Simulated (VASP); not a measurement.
Wanted: the native input for a VASP 6.6.1 run.

- Task: single point
- Functional: LDA
- Potentials or basis: VASP PAW PBE potentials, release 64 (Yb)
- Cutoff: 520 eV
- k mesh: 13 × 13 × 13
- Occupations: fermi-dirac, width 0.1 eV
- Spin: no spin polarisation
- Dipole correction: no
- Further INCAR settings: ALGO = Normal; EDIFF = 1e-07; NBANDS = 18

The structure of Yb lies in POSCAR:

```
Yb
1.0
   -1.9917969102      1.9917969102      1.9917969102
    1.9917969102     -1.9917969102      1.9917969102
    1.9917969102      1.9917969102     -1.9917969102
Yb
1
Direct
    0.0000000000      0.0000000000      0.0000000000
```

This isn't the form of Yb at room conditions, which is fcc.

One way to write it, as run:

INCAR

```
SYSTEM = Yb
PREC = Accurate ; ENCUT = 520
EDIFF = 1E-7 ; ISMEAR = -1
SIGMA = 0.1 ; LREAL = .FALSE.
LASPH = .TRUE. ; NELM = 80
ALGO = Normal ; ISIF = 2
LWAVE = .FALSE. ; LCHARG = .FALSE.
GGA = CA ; NBANDS = 18
```

KPOINTS

```
regular mesh
0
G
  13 13 13
  0 0 0
```

Potentials or basis: VASP PAW PBE potentials, release 64 (Yb).

Launch:

```sh
$ cat potpaw_PBE.64/Yb/POTCAR > POTCAR
$ mpirun -np 1 vasp_std > vasp.out
```

It gave:

```
Pressure               : -2.1 GPa
Band gap on the k mesh : zero (bands 12 and 13 overlap by 0.72 eV)
```

Caveat: the PAW data sets were made with another functional, which shifts forces and pressure a little; spin-orbit coupling is left out, which moves the levels of the heavy elements.

Wall time 34 s on 1 thread of Intel(R) Xeon(R) 6975P-C (Granite Rapids), with other jobs on the host, peak memory 0.19 GiB.
